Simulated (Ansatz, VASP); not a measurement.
## One calculation of Cr, two programs

```
CELL_PARAMETERS angstrom
2.41582 0.00000 0.00000
-1.20791 2.09216 0.00000
0.00000 0.00000 8.47285
ATOMIC_POSITIONS crystal
Cr 0.00000 0.00000 0.00000
Cr 0.00000 0.00000 0.50000
Cr 0.33333 0.66667 0.25000
Cr 0.66667 0.33333 0.75000
```

Alike in both runs: task single point; functional LDA; k mesh 17 × 17 × 4; occupations fermi-dirac, width 0.1 eV; no spin polarisation.

|  | VASP | Ansatz |
| --- | --- | --- |
| version | VASP 6.6.1 | Ansatz 0.2.0 |
| potentials or method | VASP PAW LDA potentials, release 64 (Cr_pv), cutoff 520 eV | plane waves (420 eV) with PAW, scalar-relativistic |
| valence electrons in the cell | 48 | 56 |

```csv
,VASP,Ansatz,Ansatz less VASP
pressure (GPa),12.3,12.1,-0.15
"traceless stress, the component that is largest in VASP (GPa)",-0.85,-0.76,+0.090
```

Ansatz warns that its potentials were made for another functional, while VASP's fit it. LDA's correlation is that of Perdew and Zunger in VASP and of Perdew and Wang (1992) in Ansatz. VASP's potentials hold 48 valence electrons a cell and Ansatz's 56, so a difference there can come from the potentials and not from the codes.
